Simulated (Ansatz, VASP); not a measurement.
**BaTiO3 in VASP and in Ansatz**

The input INCAR:

```
PREC = Accurate
ENCUT = 520
EDIFF = 1E-7
ISMEAR = 0
SIGMA = 0.05
LREAL = False
LASPH = True
NELM = 60
ALGO = Normal
ISIF = 2
LWAVE = False
LCHARG = False
GGA = PE
NBANDS = 28
```

File KPOINTS:

```
regular mesh
0
Gamma
  8 8 8
```

Contents of POSCAR:

```
BaTiO3
1.0
    3.9923124527      0.0832154270      0.0202002803
    0.0832154270      3.9925115396     -0.0104443960
    0.0202005289     -0.0104445245      4.0336610407
Ba Ti O
1 1 3
Direct
   -0.0006150713      0.0123240036     -0.0020330142
    0.5086556148      0.4960426344      0.5145866157
    0.4927182903      0.5014833437     -0.0173390294
    0.5045852197     -0.0154727888      0.5068183373
   -0.0053440535      0.5056228069      0.4979670905
```

Input for Ansatz:

```yaml
crystal:
  lattice:
    - [3.9923124527, 0.083215427, 0.0202002803]
    - [0.083215427, 3.9925115396, -0.010444396]
    - [0.0202005289, -0.0104445245, 4.0336610407]
  atoms:
    - { symbol: Ba, position: [-0.0006150713, 0.0123240036, -0.0020330142] }
    - { symbol: Ti, position: [0.5086556148, 0.4960426344, 0.5145866157] }
    - { symbol: O, position: [0.4927182903, 0.5014833437, -0.0173390294] }
    - { symbol: O, position: [0.5045852197, -0.0154727888, 0.5068183373] }
    - { symbol: O, position: [-0.0053440535, 0.5056228069, 0.4979670905] }
basis:
  ecutwfc: 420
kpoints:
  mp_grid: { grid: [8, 8, 8] }
hamiltonian:
  xc: pbe
scf:
  occupations: { method: gaussian, width: 0.05 }
output:
  forces: true
  stress: true
  eigenvalues: true
  write_density: true
  write_potential: true
  elf: true
  volumetric_format: npy
```

Change from the starting cell: all atoms moved at random (sigma 0.03 Å a component), cell strained at random (sigma 0.01).

Alike in both runs: task single point; functional PBE; k mesh 8 × 8 × 8; occupations gaussian, width 0.05 eV; no spin polarisation.

|  | VASP | Ansatz |
| --- | --- | --- |
| version | VASP 6.6.1 | Ansatz 0.2.0 |
| potentials or method | VASP PAW PBE potentials, release 64 (Ba_sv, Ti_sv, O), cutoff 520 eV | scalar-relativistic, plane waves, PAW |
| valence electrons in the cell | 40 | 40 |

|  | VASP | Ansatz | Ansatz less VASP |
| --- | --- | --- | --- |
| gap on the k mesh at the Fermi level (eV) | 1.79 | 1.85 | +0.061 |
| least direct gap on the mesh (eV) | 1.94 | 1.96 | +0.024 |
| pressure (GPa) | 5.2 | 3.3 | -1.80 |
| traceless stress, the component that is largest in VASP (GPa) | -5.34 | -5.19 | +0.151 |
| rms of the force components (eV/Å) | 0.317 | 0.314 | -0.0029 |

Atom by atom the forces differ by 0.020 eV/Å (rms over components). The functional is the same, so the differences come from potentials, cutoffs and numerics.

Spin-orbit coupling is off throughout.
